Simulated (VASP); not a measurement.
CaY:

```xyz
2
Lattice="1.9767 -2.9332 0.0000 1.9767 2.9332 0.0000 -0.0302 0.0000 6.1761" Properties=species:S:1:pos:R:3 pbc="T T T"
Ca    0.0000    0.0000    0.0000
Y     1.9616    0.0000    3.0881
```

Base run:

* Program: VASP 6.6.1
* Functional: LDA
* Potentials or basis: VASP PAW LDA potentials, release 64 (Ca_sv, Y_sv)
* Cutoff: 520 eV
* k mesh: 9 × 9 × 5
* Occupations: fermi-dirac, width 0.1 eV
* Spin: collinear spin
* Starting moments: [0.0, 1.6] μB
* Fixed moment: 1.6 μB

Its results: pressure -1.6 GPa; site moments Ca +0.13; Y +0.64 μB.

Task: The run is repeated on the same cell with these changes: fixed moment from 1.6 μB to 0.9 μB; moments at the start from [0.0, 1.6] to [0.0, 0.9]. What comes out?

Result: Pressure -2.2 GPa; site moments Ca +0.07; Y +0.37 μB.

Caveats: the total moment is fixed, so each spin has its own Fermi level and the state may be an excited one.
